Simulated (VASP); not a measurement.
# AlNi3 (Fm-3m) in VASP: settings compared

The runs below take AlNi3 through single point, relaxation of cell and atoms, with PBEsol, LDA.

All numbers are computed with VASP 6.6.1; they aren't measurements. Logs are shortened: lines on timing, memory, paths and dates and some standing lists are left out, and cuts for length are marked.

## Step 1: The cell of the first run

It takes space group Fm-3m (No. 225, cubic). The conventional cell has a = 5.597 Å, b = 5.597 Å, c = 5.597 Å, α = 90.00°, β = 90.00°, γ = 90.00°. Al (site symmetry m-3m) has 14 Ni at 2.42 to 2.80 Å within 3.2 Å. Within 3.2 Å of Ni (site symmetry -43m) lie 4 Al at 2.42 Å and 10 Ni at 2.42 to 2.80 Å. Ni (site symmetry m-3m) has 8 Ni at 2.42 Å and 6 Al at 2.80 Å within 3.2 Å.

## Step 2: Single point, PBEsol

File INCAR:

```
PREC = Accurate
ENCUT = 520
EDIFF = 1E-7
ISMEAR = 0
SIGMA = 0.1
LREAL = F
LASPH = T
NELM = 80
ALGO = Fast
ISIF = 2
LWAVE = F
LCHARG = F
GGA = PS
NBANDS = 24
```

File KPOINTS:

```
regular mesh
0
Gamma
  8 8 8
```

File POSCAR:

```
AlNi3
1.0
    0.0000000000      2.7983810497      2.7983810497
    2.7983810497      0.0000000000      2.7983810497
    2.7983810497      2.7983810497      0.0000000000
Al Ni
1 3
Direct
    0.5000000000      0.5000000000      0.5000000000
    0.2500000000      0.2500000000      0.2500000000
    0.0000000000      0.0000000000      0.0000000000
    0.7500000000      0.7500000000      0.7500000000
```

Potentials or basis: VASP PAW PBE potentials, release 64 (Al, Ni).

Launch:

```
$ cat potpaw_PBE.64/Al/POTCAR potpaw_PBE.64/Ni/POTCAR > POTCAR
$ mpirun -np 1 vasp_std > vasp.out
```

OUTCAR:

```text
PREC = Accurate
   ENCUT = 520
   EDIFF = 1E-7
   ISMEAR = 0
   LREAL = F
   LASPH = T
   NELM = 80
   ISIF = 2
   GGA = PS

 ion  position               nearest neighbor table
   1  0.500  0.500  0.500-   2 2.42   4 2.42   2 2.42   2 2.42   2 2.42   4 2.42   4 2.42   4 2.42
                             3 2.80   3 2.80   3 2.80   3 2.80   3 2.80   3 2.80
   2  0.250  0.250  0.250-   1 2.42   3 2.42   3 2.42   3 2.42   3 2.42   1 2.42   1 2.42   1 2.42
                             4 2.80   4 2.80   4 2.80   4 2.80   4 2.80   4 2.80
   3  0.000  0.000  0.000-   2 2.42   4 2.42   4 2.42   4 2.42   4 2.42   2 2.42   2 2.42   2 2.42
                             1 2.80   1 2.80   1 2.80   1 2.80   1 2.80   1 2.80
   4  0.750  0.750  0.750-   1 2.42   3 2.42   1 2.42   1 2.42   1 2.42   3 2.42   3 2.42   3 2.42
                             2 2.80   2 2.80   2 2.80   2 2.80   2 2.80   2 2.80

  LATTYP: Found a face centered cubic cell.
 ALAT       =     5.5967620994

  Lattice vectors:

 A1 = (   0.0000000000,   2.7983810497,   2.7983810497)
 A2 = (   2.7983810497,   0.0000000000,   2.7983810497)
 A3 = (   2.7983810497,   2.7983810497,   0.0000000000)

Analysis of symmetry for initial positions (statically):
=====================================================================
 Subroutine PRICEL returns:
 Original cell was already a primitive cell.

 Routine SETGRP: Setting up the symmetry group for a
 face centered cubic supercell.

 Subroutine GETGRP returns: Found 48 space group operations
 (whereof 48 operations were pure point group operations)
 out of a pool of 48 trial point group operations.

The static configuration has the point symmetry O_h .

Analysis of symmetry for dynamics (positions and initial velocities):
=====================================================================
 Subroutine PRICEL returns:
 Original cell was already a primitive cell.

 Routine SETGRP: Setting up the symmetry group for a
 face centered cubic supercell.

 Subroutine GETGRP returns: Found 48 space group operations
 (whereof 48 operations were pure point group operations)
 out of a pool of 48 trial point group operations.

The dynamic configuration has the point symmetry O_h .

 Subroutine INISYM returns: Found 48 space group operations
 (whereof 48 operations are pure point group operations),
 and found     1 'primitive' translations

[... 97 lines left out ...]
   NELM   =     80;   NELMIN=  2; NELMDL= -5     # of ELM steps
   EDIFF  = 0.1E-06   stopping-criterion for ELM
   LREAL  =      F    real-space projection
   EDIFFG = 0.1E-05   stopping-criterion for IOM
   NSW    =      0    number of steps for IOM
   IBRION =     -1    ionic relax: 0-MD 1-quasi-New 2-CG
   NFREE  =      0    steps in history (QN), initial steepest desc. (CG)
   ISIF   =      2    stress and relaxation
   ISYM   =      2    0-nonsym 1-usesym 2-fastsym
   POTIM  = 0.5000    time-step for ionic-motion
   TEBEG  =    0.0;   TEEND  =   0.0 temperature during run
   PSTRESS=    0.0 pullay stress
   NELECT =      33.0000    total number of electrons
   NUPDOWN=      -1.0000    fix difference up-down
   EMIN   =  10.00;   EMAX   =-10.00  energy-range for DOS
   EFERMI =   0.00;   METHOD = LEGACY
   ISMEAR =     0;   SIGMA  =   0.10  broadening in eV -4-tet -1-fermi 0-gaus
   EFERMI_NEDOS =   21; number of points for ismear=-14 and -15
   IALGO  =     68    algorithm
   IMIX   =      4    mixing-type and parameters
     AMIX     =   0.40;   BMIX     =  1.00
     AMIX_MAG =   1.60;   BMIX_MAG =  1.00
  volume/ion in A,a.u.               =      10.96        73.94
  Fermi-wavevector in a.u.,A,eV,Ry     =   1.489347  2.814458 30.179833  2.218155
  Thomas-Fermi vector in A             =   2.602267
   LORBIT       =      0    0 simple, 1 ext, 2 COOP (PROOUT), +10 PAW based schemes
   GGA     = PS    functional components
   LHFCALC =     F    Hartree Fock is set to
   AEXX    =    0.0000 exact exchange contribution
   IVDW    =     0    specifies the selected vdW correction
   LEPSILON=     F    determine dielectric tensor
   LRPA    =     F    only Hartree local field effects (RPA)
 non-spin polarized calculation
 RMM-DIIS sequential band-by-band and
 Gauss-broadening in eV      SIGMA  =   0.10
  energy-cutoff  :      520.00
  volume of cell :       43.83
 maximum number of plane-waves:      1243
 NGX is ok and might be reduce to    30
   NGX = 15   NGY = 15   NGZ = 15

 number of electron      33.0000020 magnetization

 Free energy of the ion-electron system (eV)
  ---------------------------------------------------
  ext. energy  EPLUGINS =         0.00000000
  ---------------------------------------------------
  free energy    TOTEN  =       -24.08358316 eV

  energy without entropy =      -24.07290150  energy(sigma->0) =      -24.07824233

 E-fermi :   9.8411     XC(G=0): -12.9833

 val. band max:        9.8205410182   @ k =   0.5000   0.5000   0.0000
 cond. band min:       9.8454714680   @ k =  -0.3750   0.5000   0.1250
 fundamental gap:      0.0249304499
 Fermi energy:         9.8410897473

 k-point     1 :       0.0000    0.0000    0.0000
  band No.  band energies     occupation
      1      -0.3781      2.00000
      2       6.2292      2.00000
      3       6.2292      2.00000
      4       6.3575      2.00000
      5       6.3575      2.00000
      6       6.3575      2.00000
[... 637 lines left out ...]
     23      19.7481      0.00000
     24      20.3258      0.00000

 [... further k-points ...]

------------------------ aborting loop because EDIFF is reached ----------------------------------------

  FORCE on cell =-STRESS in cart. coord.  units (eV):
  Direction    XX          YY          ZZ          XY          YZ          ZX
  --------------------------------------------------------------------------------------
  -------------------------------------------------------------------------------------
  Total        0.0258701      0.0258701      0.0258701      0.0000000     -0.0000000      0.0000000
  in kB        0.9457097      0.9457097      0.9457097      0.0000000     -0.0000000      0.0000000
  external PRESSURE =       0.9457097 kB  Pullay stress =       0.0000000 kB

 VOLUME and BASIS-vectors are now :
 -----------------------------------------------------------------------------
  energy-cutoff  :      520.00
  volume of cell :       43.83
      direct lattice vectors                 reciprocal lattice vectors
     0.000000000  2.798381050  2.798381050    -0.178674738  0.178674738  0.178674738
     2.798381050  0.000000000  2.798381050     0.178674738 -0.178674738  0.178674738
     2.798381050  2.798381050  0.000000000     0.178674738  0.178674738 -0.178674738

 POSITION                                       TOTAL-FORCE (eV/Angst)
 -----------------------------------------------------------------------------------
      2.79838      2.79838      2.79838         0.000000      0.000000      0.000000
      1.39919      1.39919      1.39919        -0.000000     -0.000000     -0.000000
      0.00000      0.00000      0.00000         0.000000      0.000000      0.000000
      4.19757      4.19757      4.19757        -0.000000      0.000000      0.000000
 -----------------------------------------------------------------------------------
    total drift:                                0.000000     -0.000000      0.000000

  FREE ENERGIE OF THE ION-ELECTRON SYSTEM (eV)
  ---------------------------------------------------
  free  energy   TOTEN  =       -24.0835831586 eV

  energy  without entropy=      -24.0729014989  energy(sigma->0) =      -24.07824233
```

It took 42 s on 1 thread of Intel Xeon Platinum 8259CL at 2.50GHz (Skylake/Cascade Lake), shared host; peak memory 0.17 GiB.

Results:

| Quantity | Value |
| --- | --- |
| Free energy | -24.0836 eV |
| Pressure | 0.1 GPa |

Caveat: the PAW data sets were made with another functional, which shifts forces and pressure a little. Spin polarisation is off, so any magnetic state and its effect on volume and gap are missing.

## Step 3: Relaxation of cell and atoms, PBEsol

This run uses another cell than the first one, of 11.00 Å³/atom, 1.004 times its volume.

File INCAR:

```
SYSTEM = AlNi3
ALGO     = Fast           ! electronic algorithm
EDIFF    = 1E-7           ! SCF threshold, eV
EDIFFG   = -0.01          ! ionic threshold
ENCUT    = 600            ! plane-wave cutoff, eV
GGA      = PS             ! functional
IBRION   = 2              ! ionic algorithm
ISIF     = 3              ! what is computed and relaxed
ISMEAR   = 0              ! smearing method
LASPH    = .TRUE.         ! aspherical terms in the spheres
LCHARG   = .FALSE.        ! write CHGCAR
LREAL    = .FALSE.        ! projectors in reciprocal space
LWAVE    = .FALSE.        ! write WAVECAR
NELM     = 100            ! most SCF steps
NSW      = 80             ! ionic steps
PREC     = Accurate       ! precision mode
SIGMA    = 0.1            ! smearing width, eV
```

File KPOINTS:

```
k-points
0
G
  6 6 6
  0 0 0
```

File POSCAR:

```
AlNi3
1.0
    0.0000000000      2.8018887551      2.8018887551
    2.8018887551      0.0000000000      2.8018887551
    2.8018887551      2.8018887551      0.0000000000
Al Ni
1 3
Direct
    0.5000000000      0.5000000000      0.5000000000
    0.2500000000      0.2500000000      0.2500000000
    0.0000000000      0.0000000000      0.0000000000
    0.7500000000      0.7500000000      0.7500000000
```

Potentials or basis: VASP PAW PBE potentials, release 64 (Al, Ni).

Launch:

```
$ cat potpaw_PBE.64/Al/POTCAR potpaw_PBE.64/Ni/POTCAR > POTCAR
$ mpirun -np 1 vasp_std > vasp.out
```

Run time: 51 s. Hardware: 1 thread of Intel Xeon Platinum 8259CL at 2.50GHz (Skylake/Cascade Lake), shared host; peak memory 0.18 GiB.

It converged, with:

* Free energy: -24.0927 eV
* Relaxed volume: 10.96 Å³/atom
* Relaxed cell: a = 3.957 Å, b = 3.957 Å, c = 3.957 Å, α = 60.00°, β = 60.00°, γ = 60.00°
* Space group after relaxing (to 0.05 Å): Fm-3m (No. 225)
* Energy gained by relaxing: 0.1 meV/atom
* Ionic steps: 3
* Pressure after relaxing: 0.0 GPa

The path:
| step | energy change (eV) | largest force (eV/Å) | pressure (GPa) | volume (Å³) |
| --- | --- | --- | --- | --- |
| 1 | 0.0000 | 0.0000 | -0.79 | 43.99 |
| 2 | 0.0000 | 0.0000 | 0.79 | 43.65 |
| 3 | -0.0004 | 0.0000 | 0.00 | 43.82 |

Final structure:
```
CELL_PARAMETERS angstrom
0.00000 2.79827 2.79827
2.79827 0.00000 2.79827
2.79827 2.79827 0.00000
ATOMIC_POSITIONS crystal
Al 0.50000 0.50000 0.50000
Ni 0.25000 0.25000 0.25000
Ni 0.00000 0.00000 0.00000
Ni 0.75000 0.75000 0.75000
```

Levels at points of the mesh, in eV from the Fermi level:
```csv
k point,band 14,band 15,band 16,band 17,band 18,band 19
"(0.00, 0.00, 0.00)",-0.51,-0.46,-0.46,5.51,5.51,5.51
"(0.50, 0.00, 0.00)",-0.59,-0.42,-0.42,-0.09,4.39,4.39
"(0.50, 0.50, 0.00)",-0.70,-0.54,-0.31,-0.30,-0.30,0.02
```

Caveat: the PAW data sets were made with another functional, which shifts forces and pressure a little. Spin polarisation is off, so any magnetic state and its effect on volume and gap are missing.

## Step 4: Relaxation of cell and atoms, PBEsol

This run uses another cell than the first one, of 11.00 Å³/atom, 1.004 times its volume.

File INCAR:

```
SYSTEM = AlNi3
  PREC = Accurate
  ENCUT = 600
  EDIFF = 1E-6
  ISMEAR = 0
  SIGMA = 0.1
  LREAL = .False.
  LASPH = .True.
  NELM = 80
  ALGO = Fast
  ISIF = 3
  LWAVE = .False.
  LCHARG = .False.
  GGA = PS
  IBRION = 2
  NSW = 80
  EDIFFG = -0.01
```

File KPOINTS:

```
regular mesh
0
Gamma
  8 8 8
  0 0 0
```

POSCAR is that of step 3.

Launch:

```
$ cat potpaw_PBE.64/Al/POTCAR potpaw_PBE.64/Ni/POTCAR > POTCAR
$ mpirun -np 1 vasp_std > vasp.out
```

Run time: 61 s. Hardware: 1 thread of Intel Xeon Platinum 8259CL at 2.50GHz (Skylake/Cascade Lake), shared host; peak memory 0.19 GiB.

Results (log left out):

- Free energy: -24.0833 eV
- Relaxed volume: 10.95 Å³/atom
- Relaxed cell: a = 3.957 Å, b = 3.957 Å, c = 3.957 Å, α = 60.00°, β = 60.00°, γ = 60.00°
- Space group after relaxing (to 0.05 Å): Fm-3m (No. 225)
- Energy gained by relaxing: 0.1 meV/atom
- Ionic steps: 3
- Pressure after relaxing: 0.0 GPa

Step by step:
```
step  energy change (eV)  largest force (eV/Å)  pressure (GPa)  volume (Å³)
   1              0.0000                0.0000           -0.60        43.99
   2             -0.0003                0.0000            0.33        43.73
   3             -0.0004                0.0000            0.03        43.81
```

Final structure:
```xyz
4
Lattice="0.0000 2.7981 2.7981 2.7981 0.0000 2.7981 2.7981 2.7981 0.0000" Properties=species:S:1:pos:R:3 pbc="T T T"
Al    2.7981    2.7981    2.7981
Ni    1.3991    1.3991    1.3991
Ni    0.0000    0.0000    0.0000
Ni    4.1972    4.1972    4.1972
```

Levels at points of the mesh, in eV from the Fermi level:
```
           k point  band 14  band 15  band 16  band 17  band 18  band 19
(0.00, 0.00, 0.00)    -0.54    -0.50    -0.50     5.47     5.47     5.47
(0.50, 0.00, 0.00)    -0.63    -0.46    -0.46    -0.13     4.35     4.35
(0.50, 0.50, 0.00)    -0.74    -0.58    -0.35    -0.34    -0.34    -0.02
```

Caveat: the PAW data sets were made with another functional, which shifts forces and pressure a little. Spin polarisation is off, so any magnetic state and its effect on volume and gap are missing.

## Step 5: Single point, LDA

This run uses another cell than the first one, of 10.60 Å³/atom, 0.968 times its volume.

File INCAR:

```
SYSTEM = AlNi3
PREC = Accurate
ENCUT = 520
EDIFF = 1E-6
ISMEAR = 0
SIGMA = 0.1
LREAL = .FALSE.
LASPH = .TRUE.
NELM = 80
ALGO = Normal
ISIF = 2
LWAVE = .FALSE.
LCHARG = .FALSE.
NBANDS = 24
```

File KPOINTS:

```
regular mesh
0
G
  14 14 14
  0 0 0
```

File POSCAR:

```
AlNi3
1.0
    0.0000000000      2.7679791118      2.7679791118
    2.7679791118      0.0000000000      2.7679791118
    2.7679791118      2.7679791118      0.0000000000
Al Ni
1 3
Direct
    0.5000000000      0.5000000000      0.5000000000
    0.2500000000      0.2500000000      0.2500000000
    0.0000000000      0.0000000000      0.0000000000
    0.7500000000      0.7500000000      0.7500000000
```

Potentials or basis: VASP PAW LDA potentials, release 64 (Al, Ni).

Launch:

```
$ cat potpaw_LDA.64/Al/POTCAR potpaw_LDA.64/Ni/POTCAR > POTCAR
$ mpirun -np 1 vasp_std > vasp.out
```

Run time: 1.8 min. Hardware: 1 thread of Intel Xeon Platinum 8259CL at 2.50GHz (Skylake/Cascade Lake), shared host; peak memory 0.21 GiB.

Results (log left out):

```yaml
Free_energy: -25.6204 eV
Pressure: 0.2 GPa
```

Levels at points of the mesh, in eV from the Fermi level:
| k point | band 12 | band 13 | band 14 | band 15 | band 16 | band 17 | band 18 | band 19 | band 20 | band 21 |
| --- | --- | --- | --- | --- | --- | --- | --- | --- | --- | --- |
| (0.00, 0.00, 0.00) | -0.97 | -0.60 | -0.60 | -0.54 | -0.54 | 5.61 | 5.61 | 5.61 | 6.13 | 6.13 |
| (0.50, 0.00, 0.00) | -1.83 | -0.69 | -0.69 | -0.50 | -0.50 | -0.16 | 4.46 | 4.46 | 4.99 | 4.99 |
| (0.50, 0.50, 0.00) | -1.22 | -1.13 | -0.80 | -0.64 | -0.38 | -0.38 | -0.37 | -0.04 | 4.45 | 4.92 |

[end of part 1 of 2]
